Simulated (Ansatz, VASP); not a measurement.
**One calculation of Mg2Sn, two programs**

```
CELL_PARAMETERS angstrom
0.00000 3.33236 3.33236
3.33236 0.00000 3.33236
3.33236 3.33236 0.00000
ATOMIC_POSITIONS crystal
Mg 0.25000 0.25000 0.25000
Mg 0.75000 0.75000 0.75000
Sn 0.00000 0.00000 0.00000
```

Alike in both runs: functional LDA; k mesh 12 × 12 × 12; occupations fermi-dirac, width 0.1 eV; no spin polarisation.

Ansatz relaxed the structure, and its values are those at the end. VASP's run is a single point on that final structure, the one shown.

|  | VASP | Ansatz |
| --- | --- | --- |
| version | VASP 6.6.1 | Ansatz 0.2.0 |
| potentials or method | VASP PAW LDA potentials, release 64 (Mg, Sn_d) | PAW with Ansatz's default frozen-core files, scalar-relativistic |
| plane-wave cutoff (eV) | 600 | 420 |
| valence electrons in the cell | 18 | 34 |

Ansatz gave:

| Item | Value |
| --- | --- |
| pressure (GPa) | 0.0 |

Problem. Estimate VASP's values.

Solution. Pressure (GPa): -0.3.

LDA's correlation is that of Perdew and Zunger in VASP and of Perdew and Wang (1992) in Ansatz. VASP's potentials hold 18 valence electrons a cell and Ansatz's 34, so a difference there can come from the potentials and not from the codes.
